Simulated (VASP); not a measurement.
# SnTe2 (Fm-3m) in VASP: further runs

SnTe2 is run at these levels: PBE; tasks: single point.

Everything below comes from runs of VASP 6.6.1. Logs are shortened: lines on timing, memory, paths and dates and some standing lists are left out, and cuts for length are marked.

## Step 1: The cell of the first run

Symmetry: Fm-3m, No. 225, cubic system. The conventional cell has a = 7.465 Å, b = 7.465 Å, c = 7.465 Å, α = 90.00°, β = 90.00°, γ = 90.00°. Sn (site symmetry m-3m) has 8 Te at 3.23 Å within 4.3 Å. Te (site symmetry -43m) has 4 Sn at 3.23 Å and 6 Te at 3.73 Å within 4.3 Å.

## Step 2: Single point, PBE

INCAR

```
SYSTEM = SnTe2
PREC = Accurate
ENCUT = 500
EDIFF = 1E-6
ISMEAR = 0
SIGMA = 0.05
LREAL = .FALSE.
LASPH = .TRUE.
NELM = 120
ALGO = Normal
ISIF = 2
LWAVE = .FALSE.
LCHARG = .FALSE.
GGA = PE
NBANDS = 20
GGA_COMPAT = .FALSE.
```

KPOINTS

```
Automatic mesh
0
G
  4 4 4
  0 0 0
```

POSCAR

```
SnTe2
1.0
    0.0000000000      3.7325555306      3.7325555306
    3.7325555306      0.0000000000      3.7325555306
    3.7325555306      3.7325555306      0.0000000000
Sn Te
1 2
Direct
    0.0000000000      0.0000000000      0.0000000000
    0.2500000000      0.2500000000      0.2500000000
    0.7500000000      0.7500000000      0.7500000000
```

Potentials or basis: VASP PAW PBE potentials, release 64 (Sn_d, Te).

Started as:

```sh
$ cat potpaw_PBE.64/Sn_d/POTCAR potpaw_PBE.64/Te/POTCAR > POTCAR
$ mpirun -np 1 vasp_std > vasp.out
```

OUTCAR:

```text
SYSTEM = SnTe2
   PREC = Accurate
   ENCUT = 500
   EDIFF = 1E-6
   ISMEAR = 0
   LREAL = .FALSE.
   LASPH = .TRUE.
   NELM = 120
   ISIF = 2
   GGA = PE

 ion  position               nearest neighbor table
   1  0.000  0.000  0.000-   2 3.23   3 3.23   3 3.23   3 3.23   3 3.23   2 3.23   2 3.23   2 3.23

   2  0.250  0.250  0.250-   1 3.23   1 3.23   1 3.23   1 3.23
   3  0.750  0.750  0.750-   1 3.23   1 3.23   1 3.23   1 3.23

  LATTYP: Found a face centered cubic cell.
 ALAT       =     7.4651110612

  Lattice vectors:

 A1 = (   0.0000000000,   3.7325555306,   3.7325555306)
 A2 = (   3.7325555306,   0.0000000000,   3.7325555306)
 A3 = (   3.7325555306,   3.7325555306,   0.0000000000)

Analysis of symmetry for initial positions (statically):
=====================================================================
 Subroutine PRICEL returns:
 Original cell was already a primitive cell.

 Routine SETGRP: Setting up the symmetry group for a
 face centered cubic supercell.

 Subroutine GETGRP returns: Found 48 space group operations
 (whereof 48 operations were pure point group operations)
 out of a pool of 48 trial point group operations.

The static configuration has the point symmetry O_h .

Analysis of symmetry for dynamics (positions and initial velocities):
=====================================================================
 Subroutine PRICEL returns:
 Original cell was already a primitive cell.

 Routine SETGRP: Setting up the symmetry group for a
 face centered cubic supercell.

 Subroutine GETGRP returns: Found 48 space group operations
 (whereof 48 operations were pure point group operations)
 out of a pool of 48 trial point group operations.

The dynamic configuration has the point symmetry O_h .

 Subroutine INISYM returns: Found 48 space group operations
 (whereof 48 operations are pure point group operations),
 and found     1 'primitive' translations

----------------------------------------------------------------------------------------

                                     Primitive cell

  volume of cell :     104.0037

  direct lattice vectors                    reciprocal lattice vectors
     0.000000000  3.732555531  3.732555531    -0.133956480  0.133956480  0.133956480
     3.732555531  0.000000000  3.732555531     0.133956480 -0.133956480  0.133956480
     3.732555531  3.732555531  0.000000000     0.133956480  0.133956480 -0.133956480

  length of vectors
     5.278630654  5.278630654  5.278630654     0.232019429  0.232019429  0.232019429

  position of ions in fractional coordinates (direct lattice)
[... 64 lines left out ...]
   EDIFF  = 0.1E-05   stopping-criterion for ELM
   LREAL  =      F    real-space projection
   EDIFFG = 0.1E-04   stopping-criterion for IOM
   NSW    =      0    number of steps for IOM
   IBRION =     -1    ionic relax: 0-MD 1-quasi-New 2-CG
   NFREE  =      0    steps in history (QN), initial steepest desc. (CG)
   ISIF   =      2    stress and relaxation
   ISYM   =      2    0-nonsym 1-usesym 2-fastsym
   POTIM  = 0.5000    time-step for ionic-motion
   TEBEG  =    0.0;   TEEND  =   0.0 temperature during run
   PSTRESS=    0.0 pullay stress
   NELECT =      26.0000    total number of electrons
   NUPDOWN=      -1.0000    fix difference up-down
   EMIN   =  10.00;   EMAX   =-10.00  energy-range for DOS
   EFERMI =   0.00;   METHOD = LEGACY
   ISMEAR =     0;   SIGMA  =   0.05  broadening in eV -4-tet -1-fermi 0-gaus
   EFERMI_NEDOS =   21; number of points for ismear=-14 and -15
   IALGO  =     38    algorithm
   IMIX   =      4    mixing-type and parameters
     AMIX     =   0.40;   BMIX     =  1.00
     AMIX_MAG =   1.60;   BMIX_MAG =  1.00
  volume/ion in A,a.u.               =      34.67       233.95
  Fermi-wavevector in a.u.,A,eV,Ry     =   1.031295  1.948865 14.470746  1.063570
  Thomas-Fermi vector in A             =   2.165436
   LORBIT       =      0    0 simple, 1 ext, 2 COOP (PROOUT), +10 PAW based schemes
   GGA     = PE    functional components
   LHFCALC =     F    Hartree Fock is set to
   AEXX    =    0.0000 exact exchange contribution
   IVDW    =     0    specifies the selected vdW correction
   LEPSILON=     F    determine dielectric tensor
   LRPA    =     F    only Hartree local field effects (RPA)
 non-spin polarized calculation
 Gauss-broadening in eV      SIGMA  =   0.05
  energy-cutoff  :      500.00
  volume of cell :      104.00
 maximum number of plane-waves:      2685
 NGX is ok and might be reduce to    40
   NGX = 19   NGY = 19   NGZ = 19

 number of electron      26.0000008 magnetization

 Free energy of the ion-electron system (eV)
  ---------------------------------------------------
  ext. energy  EPLUGINS =         0.00000000
  ---------------------------------------------------
  free energy    TOTEN  =        -9.71633345 eV

  energy without entropy =       -9.70871615  energy(sigma->0) =       -9.71252480

 E-fermi :   5.2117     XC(G=0):  -8.9651

 val. band max:        5.0854548320   @ k =  -0.2500   0.2500   0.0000
 cond. band min:       5.2403614920   @ k =   0.5000   0.2500   0.0000
 fundamental gap:      0.1549066600
 Fermi energy:         5.2116562749

 k-point     1 :       0.0000    0.0000    0.0000
  band No.  band energies     occupation
      1     -15.9780      2.00000
      2     -15.9780      2.00000
      3     -15.9780      2.00000
      4     -15.9681      2.00000
      5     -15.9681      2.00000
      6      -6.9438      2.00000
[... 173 lines left out ...]
     19      12.6957      0.00000
     20      12.6964      0.00000

------------------------ aborting loop because EDIFF is reached ----------------------------------------

  FORCE on cell =-STRESS in cart. coord.  units (eV):
  Direction    XX          YY          ZZ          XY          YZ          ZX
  --------------------------------------------------------------------------------------
  -------------------------------------------------------------------------------------
  Total       -0.0105822     -0.0105822     -0.0105822     -0.0000000     -0.0000000     -0.0000000
  in kB       -0.1630190     -0.1630190     -0.1630190     -0.0000000     -0.0000000     -0.0000000
  external PRESSURE =      -0.1630190 kB  Pullay stress =       0.0000000 kB

 VOLUME and BASIS-vectors are now :
 -----------------------------------------------------------------------------
  energy-cutoff  :      500.00
  volume of cell :      104.00
      direct lattice vectors                 reciprocal lattice vectors
     0.000000000  3.732555531  3.732555531    -0.133956480  0.133956480  0.133956480
     3.732555531  0.000000000  3.732555531     0.133956480 -0.133956480  0.133956480
     3.732555531  3.732555531  0.000000000     0.133956480  0.133956480 -0.133956480

 POSITION                                       TOTAL-FORCE (eV/Angst)
 -----------------------------------------------------------------------------------
      0.00000      0.00000      0.00000        -0.000000     -0.000000     -0.000000
      1.86628      1.86628      1.86628         0.000000      0.000000      0.000000
      5.59883      5.59883      5.59883        -0.000000     -0.000000     -0.000000
 -----------------------------------------------------------------------------------
    total drift:                               -0.000000      0.000000      0.000000

  FREE ENERGIE OF THE ION-ELECTRON SYSTEM (eV)
  ---------------------------------------------------
  free  energy   TOTEN  =        -9.7163334479 eV

  energy  without entropy=       -9.7087161496  energy(sigma->0) =       -9.71252480
```

Run time: 36 s. Hardware: 1 thread of Intel Xeon 8259CL, shared host; peak memory 0.24 GiB.

What came out:

```
Free energy            : -9.7163 eV
Pressure               : 0.0 GPa
Band gap on the k mesh : zero (band 13 reaches 5.92 eV, above the bottom of band 14 at 3.92 eV)
```

Caveat: the k points lie up to 0.36 Å⁻¹ apart; spin-orbit coupling is left out, which moves the levels of the heavy elements.

## Step 3: Single point, PBE

This run uses another cell than the first one, of 37.10 Å³/atom, 1.070 times its volume.

INCAR

```
ALGO = Normal
EDIFF = 1E-6
ENCUT = 500
GGA = PE
GGA_COMPAT = F
ISIF = 2
ISMEAR = 0
LASPH = T
LCHARG = F
LREAL = F
LWAVE = F
NBANDS = 20
NELM = 120
PREC = Accurate
SIGMA = 0.05
```

KPOINTS

```
k-points
0
Gamma
  4 4 4
```

POSCAR

```
SnTe2
1.0
    0.0000000000      3.8177863900      3.8177863900
    3.8177863900      0.0000000000      3.8177863900
    3.8177863900      3.8177863900      0.0000000000
Sn Te
1 2
Direct
    0.0000000000      0.0000000000      0.0000000000
    0.2500000000      0.2500000000      0.2500000000
    0.7500000000      0.7500000000      0.7500000000
```

Potentials or basis: VASP PAW PBE potentials, release 64 (Sn_d, Te).

Started as:

```sh
$ cat potpaw_PBE.64/Sn_d/POTCAR potpaw_PBE.64/Te/POTCAR > POTCAR
$ mpirun -np 1 vasp_std > vasp.out
```

Run time: 36 s. Hardware: 1 thread of Intel Xeon 8259CL, shared host; peak memory 0.24 GiB.

It converged, with:

```
Free energy            : -9.6656 eV
Pressure               : -2.1 GPa
Band gap on the k mesh : zero (band 13 reaches 5.11 eV, above the bottom of band 14 at 3.33 eV)
```

Levels at points of the mesh, in eV from the Fermi level:
| k point | band 11 | band 12 | band 13 | band 14 | band 15 | band 16 |
| --- | --- | --- | --- | --- | --- | --- |
| (0.00, 0.00, 0.00) | -2.28 | -1.15 | -1.15 | -1.15 | 1.73 | 1.73 |
| (0.50, 0.00, 0.00) | -2.21 | -1.57 | -1.57 | 0.50 | 3.13 | 3.13 |
| (0.50, 0.50, 0.00) | -1.48 | 0.44 | 0.44 | 0.96 | 1.96 | 3.95 |

Caveat: spin-orbit coupling is left out, which moves the levels of the heavy elements.

## Step 4: Single point, PBE

This run uses another cell than the first one, of 36.46 Å³/atom, 1.052 times its volume.

INCAR

```
PREC     = Accurate       # precision mode
ENCUT    = 500            # plane-wave cutoff, eV
EDIFF    = 1E-6           # SCF threshold, eV
ISMEAR   = 0              # smearing method
SIGMA    = 0.05           # smearing width, eV
LREAL    = False          # projectors in reciprocal space
LASPH    = True           # aspherical terms in the spheres
NELM     = 120            # most SCF steps
ALGO     = Normal         # electronic algorithm
ISIF     = 2              # what is computed and relaxed
LWAVE    = False          # write WAVECAR
LCHARG   = True           # write CHGCAR
GGA      = PE             # functional
LELF     = True           # ELF
LVHAR    = True         
NBANDS   = 20             # bands
GGA_COMPAT= False
```

KPOINTS

```
regular mesh
0
Gamma
  4 4 4
```

POSCAR

```
SnTe2
1.0
    0.0000000000      3.7956217425      3.7956217425
    3.7956217425      0.0000000000      3.7956217425
    3.7956217425      3.7956217425      0.0000000000
Sn Te
1 2
Direct
    0.0000000000      0.0000000000      0.0000000000
    0.2500000000      0.2500000000      0.2500000000
    0.7500000000      0.7500000000      0.7500000000
```

Started as:

```sh
$ cat potpaw_PBE.64/Sn_d/POTCAR potpaw_PBE.64/Te/POTCAR > POTCAR
$ mpirun -np 1 vasp_std > vasp.out
```

It took 49 s on 1 thread of Intel Xeon 8259CL, shared host; peak memory 0.24 GiB.

The run converged. Its results:

```yaml
Free_energy: -9.6880 eV
Pressure: -1.6 GPa
Band_gap_on_the_k_mesh: zero (band 13 reaches 5.32 eV, above the bottom of band 14 at 3.48 eV)
```

Levels at points of the mesh, in eV from the Fermi level:
| k point | band 9 | band 10 | band 11 | band 12 | band 13 | band 14 | band 15 | band 16 | band 17 | band 18 |
| --- | --- | --- | --- | --- | --- | --- | --- | --- | --- | --- |
| (0.00, 0.00, 0.00) | -2.34 | -2.34 | -2.34 | -1.19 | -1.19 | -1.19 | 1.72 | 1.72 | 1.72 | 4.97 |
| (0.50, 0.00, 0.00) | -2.60 | -2.60 | -2.25 | -1.61 | -1.61 | 0.54 | 3.16 | 3.16 | 4.21 | 5.90 |
| (0.50, 0.50, 0.00) | -3.82 | -3.82 | -1.50 | 0.45 | 0.45 | 0.99 | 2.00 | 4.00 | 4.00 | 5.44 |

Caveat: spin-orbit coupling is left out, which moves the levels of the heavy elements.

## Step 5: Summary

| cell | gap on the mesh (eV) | pressure (GPa) |
| --- | --- | --- |
| a = 5.279 Å, angles 60.0°, 3 atoms | none | 0.0 |
| a = 5.399 Å, angles 60.0°, 3 atoms | none | -2.1 |
| a = 5.368 Å, angles 60.0°, 3 atoms | none | -1.6 |

Alike in all rows: task single point; level PBE; potentials or basis VASP PAW PBE potentials, release 64 (Sn_d, Te); no spin polarisation; k mesh 4 × 4 × 4; cutoff (eV) 500; smearing gaussian 0.05 eV.

Caveats: some runs use coarse meshes; spin-orbit coupling is left out, which moves the levels of the heavy elements.

Total energies depend on the potentials used, so only differences within one code and one set of settings carry meaning.
